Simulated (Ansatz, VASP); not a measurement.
Two plane-wave programs on ZnS

The input INCAR:

```
PREC     = Accurate       # precision mode
ENCUT    = 520            # plane-wave cutoff, eV
EDIFF    = 1E-6           # SCF threshold, eV
ISMEAR   = 0              # smearing method
SIGMA    = 0.05           # smearing width, eV
LREAL    = F              # projectors in reciprocal space
LASPH    = T              # aspherical terms in the spheres
NELM     = 60             # most SCF steps
ALGO     = Normal         # electronic algorithm
ISIF     = 2              # what is computed and relaxed
LWAVE    = F              # write WAVECAR
LCHARG   = T              # write CHGCAR
GGA      = PE             # functional
LELF     = T              # ELF
LVHAR    = T            
NBANDS   = 26             # bands
```

The input KPOINTS:

```
regular mesh
0
Gamma
  12 12 6
```

The input POSCAR:

```
ZnS
1.0
    3.8109987816      0.0000000000      0.0000000000
   -1.9054993908      3.3004217586      0.0000000000
    0.0000000000      0.0000000000      6.4833600000
Zn S
2 2
Direct
    0.3333333333      0.6666666667      0.0000000000
    0.6666666667      0.3333333333      0.5000000000
    0.3333333333      0.6666666667      0.3850000000
    0.6666666667      0.3333333333      0.8850000000
```

Input for Ansatz:

```yaml
crystal:
  lattice:
    - [3.8109987816, 0.0, 0.0]
    - [-1.9054993908, 3.3004217586, 0.0]
    - [0.0, 0.0, 6.48336]
  atoms:
    - { symbol: Zn, position: [0.3333333333, 0.6666666667, 0.0] }
    - { symbol: Zn, position: [0.6666666667, 0.3333333333, 0.5] }
    - { symbol: S, position: [0.3333333333, 0.6666666667, 0.385] }
    - { symbol: S, position: [0.6666666667, 0.3333333333, 0.885] }
basis:
  ecutwfc: 420
kpoints:
  mp_grid: { grid: [12, 12, 6] }
hamiltonian:
  xc: pbe
scf:
  occupations: { method: gaussian, width: 0.05 }
output:
  forces: true
  stress: true
  eigenvalues: true
```

Change from the starting cell: strain +0.000 along x and y, +0.040 along z, atoms carried along.

Alike in both runs: task single point; functional PBE; k mesh 12 × 12 × 6; occupations gaussian, width 0.05 eV; no spin polarisation.

```csv
,VASP,Ansatz
version,VASP 6.6.1,Ansatz 0.2.0
potentials or method,"VASP PAW PBE potentials, release 64 (Zn, S), cutoff 520 eV","scalar-relativistic, plane waves, PAW"
valence electrons in the cell,36,36
```

Ansatz gave:

```
gap on the k mesh at the Fermi level (eV)                     : 2.02
least direct gap on the mesh (eV)                             : 2.02
pressure (GPa)                                                : 0.0
traceless stress, the component that is largest in VASP (GPa) : -3.73
rms of the force components (eV/Å)                            : 0.225
```

Q: What did VASP give for the same quantities?

A: gap on the k mesh at the Fermi level (eV): 2.02; least direct gap on the mesh (eV): 2.02; pressure (GPa): 0.1; traceless stress, the component that is largest in VASP (GPa): -3.78; rms of the force components (eV/Å): 0.229.

Atom by atom the forces differ by 0.004 eV/Å (rms over components). The functional is the same, so the differences come from potentials, cutoffs and numerics.
